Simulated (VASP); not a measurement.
# Zr (C2/c) in VASP: a series of runs, part 2 of 2

VASP 6.6.1.

## Step 3: Single point, LDA (strain +0.0150 x Voigt [0, 0, 0, 0, 1, 0])

Contents of INCAR:

```
SYSTEM = Zr
  PREC = Accurate
  ENCUT = 520
  EDIFF = 1E-7
  ISMEAR = 0
  SIGMA = 0.15
  LREAL = .FALSE.
  LASPH = .TRUE.
  NELM = 60
  ALGO = Fast
  ISIF = 2
  LWAVE = .FALSE.
  LCHARG = .FALSE.
  NBANDS = 19
```

Contents of KPOINTS:

```
regular mesh
0
G
  18 18 10
  0 0 0
```

Contents of POSCAR:

```
Zr
1.0
    3.2319982225      0.0000000000      0.0242399867
   -1.6159991112      2.7989925657     -0.0121199933
    0.0386025000      0.0000000000      5.1470000000
Zr
2
Direct
    0.3333333333      0.6666666667      0.2500000000
    0.6666666667      0.3333333333      0.7500000000
```

Potentials or basis: VASP PAW LDA potentials, release 64 (Zr_sv).

Launch:

```bash
> cat potpaw_LDA.64/Zr_sv/POTCAR > POTCAR
> mpirun -np 1 vasp_std > vasp.out
```

OUTCAR:

```text
SYSTEM = Zr
   PREC = Accurate
   ENCUT = 520
   EDIFF = 1E-7
   ISMEAR = 0
   LREAL = .FALSE.
   LASPH = .TRUE.
   NELM = 60
   ISIF = 2

 ion  position               nearest neighbor table
   1  0.333  0.667  0.250-   2 3.16   2 3.16   2 3.18   2 3.18   2 3.20   2 3.20
   2  0.667  0.333  0.750-   1 3.16   1 3.16   1 3.18   1 3.18   1 3.20   1 3.20

  LATTYP: Found a base centered monoclinic cell.
 ALAT       =     3.2320891212
 B/A-ratio  =     1.7320020957
 C/A-ratio  =     1.5925132521
 COS(beta)  =    -0.0149991563

  Lattice vectors:

 A1 = (  -1.6159991112,   2.7989925657,  -0.0121199933)
 A2 = (  -1.6159991113,  -2.7989925657,  -0.0121199934)
 A3 = (   0.0386025000,   0.0000000000,   5.1470000000)

Analysis of symmetry for initial positions (statically):
=====================================================================
 Subroutine PRICEL returns:
 Original cell was already a primitive cell.

 Routine SETGRP: Setting up the symmetry group for a
 base centered monoclinic supercell.

 Subroutine GETGRP returns: Found  4 space group operations
 (whereof  2 operations were pure point group operations)
 out of a pool of  4 trial point group operations.

The static configuration has the point symmetry S_2 .
 The point group associated with its full space group is C_2h.

Analysis of symmetry for dynamics (positions and initial velocities):
=====================================================================
 Subroutine PRICEL returns:
 Original cell was already a primitive cell.

 Routine SETGRP: Setting up the symmetry group for a
 base centered monoclinic supercell.

 Subroutine GETGRP returns: Found  4 space group operations
 (whereof  2 operations were pure point group operations)
 out of a pool of  4 trial point group operations.

The dynamic configuration has the point symmetry S_2 .
 The point group associated with its full space group is C_2h.

 Subroutine INISYM returns: Found  4 space group operations
[... 107 lines left out ...]
   PSTRESS=    0.0 pullay stress
   NELECT =      24.0000    total number of electrons
   NUPDOWN=      -1.0000    fix difference up-down
   EMIN   =  10.00;   EMAX   =-10.00  energy-range for DOS
   EFERMI =   0.00;   METHOD = LEGACY
   ISMEAR =     0;   SIGMA  =   0.15  broadening in eV -4-tet -1-fermi 0-gaus
   EFERMI_NEDOS =   21; number of points for ismear=-14 and -15
   IALGO  =     68    algorithm
   IMIX   =      4    mixing-type and parameters
     AMIX     =   0.40;   BMIX     =  1.00
     AMIX_MAG =   1.60;   BMIX_MAG =  1.00
  volume/ion in A,a.u.               =      23.28       157.10
  Fermi-wavevector in a.u.,A,eV,Ry     =   1.312636  2.480523 23.443026  1.723014
  Thomas-Fermi vector in A             =   2.443015
   LORBIT       =      0    0 simple, 1 ext, 2 COOP (PROOUT), +10 PAW based schemes
   GGA     = CA    functional components
   LHFCALC =     F    Hartree Fock is set to
   AEXX    =    0.0000 exact exchange contribution
   IVDW    =     0    specifies the selected vdW correction
   LEPSILON=     F    determine dielectric tensor
   LRPA    =     F    only Hartree local field effects (RPA)
 non-spin polarized calculation
 RMM-DIIS sequential band-by-band and
 Gauss-broadening in eV      SIGMA  =   0.15
  energy-cutoff  :      520.00
  volume of cell :       46.56
 maximum number of plane-waves:      1277
   NGX = 13   NGY = 13   NGZ = 19

 number of electron      24.0000000 magnetization

 Free energy of the ion-electron system (eV)
  ---------------------------------------------------
  ext. energy  EPLUGINS =         0.00000000
  ---------------------------------------------------
  free energy    TOTEN  =       -18.53726008 eV

  energy without entropy =      -18.51323979  energy(sigma->0) =      -18.52524994

 E-fermi :   8.7877     XC(G=0): -11.2952

 val. band max:        8.7851079369   @ k =   0.5000   0.1667   0.4000
 cond. band min:       8.7880739026   @ k =   0.3333   0.2778   0.5000
 fundamental gap:      0.0029659657
 Fermi energy:         8.7876576616

 k-point     1 :       0.0000    0.0000    0.0000
  band No.  band energies     occupation
      1     -39.7668      2.00000
      2     -39.6077      2.00000
      3     -18.4453      2.00000
      4     -17.5602      2.00000
      5     -17.5598      2.00000
      6     -17.4233      2.00000
[... 505 lines left out ...]
      6     -17.6651      2.00000
[... 11 lines left out ...]
     18      11.8961      0.00000
     19      13.7707      0.00000

 [... further k-points ...]
[... 5 lines left out ...]
  --------------------------------------------------------------------------------------
  -------------------------------------------------------------------------------------
  Total       -1.7981557     -1.8061118     -1.6476750     -0.0000000     -0.0000000     -0.0908419
  in kB      -61.8778600    -62.1516424    -56.6995420     -0.0000000     -0.0000000     -3.1260388
  external PRESSURE =     -60.2430148 kB  Pullay stress =       0.0000000 kB

 VOLUME and BASIS-vectors are now :
 -----------------------------------------------------------------------------
  energy-cutoff  :      520.00
  volume of cell :       46.56
      direct lattice vectors                 reciprocal lattice vectors
     3.231998223  0.000000000  0.024239987     0.309423516  0.178635701 -0.002320676
    -1.615999111  2.798992566 -0.012119993     0.000000000  0.357271403  0.000000000
     0.038602500  0.000000000  5.147000000    -0.001457241 -0.000000000  0.194298864

 POSITION                                       TOTAL-FORCE (eV/Angst)
 -----------------------------------------------------------------------------------
      0.00965      1.86600      1.28675         0.000000      0.000623      0.000000
      1.64495      0.93300      3.87237        -0.000000     -0.000623     -0.000000
 -----------------------------------------------------------------------------------
    total drift:                                0.000000     -0.000000      0.000000

  FREE ENERGIE OF THE ION-ELECTRON SYSTEM (eV)
  ---------------------------------------------------
  free  energy   TOTEN  =       -18.5372600815 eV

  energy  without entropy=      -18.5132397922  energy(sigma->0) =      -18.52524994
```

Wall time 18 min (1 thread of Intel Xeon Platinum 8259CL at 2.50GHz (Skylake/Cascade Lake), shared host); peak memory 0.65 GiB.

What came out:

- Free energy: -18.5373 eV
- Pressure: -6.0 GPa
- Band gap on the k mesh: zero (bands 12 and 13 overlap by 1.18 eV)

Stress tensor (GPa, compression positive):
```
-6.19  0.00 -0.31
 0.00 -6.22  0.00
-0.31  0.00 -5.67
```

Levels at points of the mesh, in eV from the Fermi level:
```tsv
k point	band 10	band 11	band 12	band 13	band 14	band 15
(0.00, 0.00, 0.00)	-3.03	0.83	0.83	0.99	1.26	1.52
(0.50, 0.00, 0.00)	-2.50	-2.14	-0.15	0.49	0.77	1.46
(0.00, 0.50, 0.00)	-2.50	-2.13	-0.15	0.49	0.78	1.47
(0.00, 0.00, 0.50)	-3.92	0.05	0.05	0.73	0.73	0.74
(0.50, 0.00, 0.50)	-2.86	-1.09	-1.03	1.63	1.75	2.16
(0.00, 0.50, 0.50)	-2.86	-1.06	-1.06	1.69	1.69	2.18
```

Caveat: the cell differs from its parent crystal (strain +0.0150 x Voigt [0, 0, 0, 0, 1, 0]); the cell stands under tension.
